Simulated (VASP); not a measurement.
Wanted: the native input for a VASP 6.6.1 run.

```
Task                   : relaxation of cell and atoms
Functional             : PBEsol
Potentials or basis    : VASP PAW PBE potentials, release 64 (Al, P)
Cutoff                 : 500 eV
k mesh                 : 8 × 8 × 8
Occupations            : gaussian, width 0.02 eV
Spin                   : no spin polarisation
Dipole correction      : no
Further INCAR settings : ALGO = Normal; EDIFF = 1e-07; IBRION = 2; EDIFFG = -0.002; NSW = 100; ISIF = 3
```

The structure of AlP (sol) lies in POSCAR:

```
AlP
1.0
    0.0000000000      2.7320000000      2.7320000000
    2.7320000000      0.0000000000      2.7320000000
    2.7320000000      2.7320000000      0.0000000000
Al P
1 1
Direct
    0.0000000000      0.0000000000      0.0000000000
    0.2500000000      0.2500000000      0.2500000000
```

The input as run:

INCAR

```
SYSTEM = AlP
ALGO     = Normal         ! electronic algorithm
EDIFF    = 1E-7           ! SCF threshold, eV
EDIFFG   = -0.002         ! ionic threshold
ENCUT    = 500            ! plane-wave cutoff, eV
GGA      = PS             ! functional
GGA_COMPAT= .FALSE.      
IBRION   = 2              ! ionic algorithm
ISIF     = 3              ! what is computed and relaxed
ISMEAR   = 0              ! smearing method
LASPH    = .TRUE.         ! aspherical terms in the spheres
LCHARG   = .FALSE.        ! write CHGCAR
LREAL    = .FALSE.        ! projectors in reciprocal space
LWAVE    = .FALSE.        ! write WAVECAR
NELM     = 120            ! most SCF steps
NELMIN   = 4            
NSW      = 100            ! ionic steps
PREC     = Accurate       ! precision mode
SIGMA    = 0.02           ! smearing width, eV
```

KPOINTS

```
k-points
0
G
  8 8 8
  0 0 0
```

Potentials or basis: VASP PAW PBE potentials, release 64 (Al, P).

Launch:

```bash
$ cat potpaw_PBE.64/Al/POTCAR potpaw_PBE.64/P/POTCAR > POTCAR
$ mpirun -np 1 vasp_std > vasp.out
```

It gave:

```yaml
Relaxed_volume: 20.47 Å³/atom
Relaxed_cell: a = 3.869 Å, b = 3.869 Å, c = 3.869 Å, α = 60.00°, β = 60.00°, γ = 60.00°
Space_group_after_relaxing_to_0.05_Å: F-43m (No. 216)
Energy_gained_by_relaxing: 0.1 meV/atom
Ionic_steps: 3
Pressure_after_relaxing: 0.0 GPa
Band_gap_on_the_k_mesh: 1.45 eV, indirect (least direct gap 3.15 eV)
```

Caveat: the PAW data sets were made with another functional, which shifts forces and pressure a little.

Run time: 38 s on 1 thread of AMD EPYC 7R13, with other jobs on the host, peak memory 0.12 GiB.
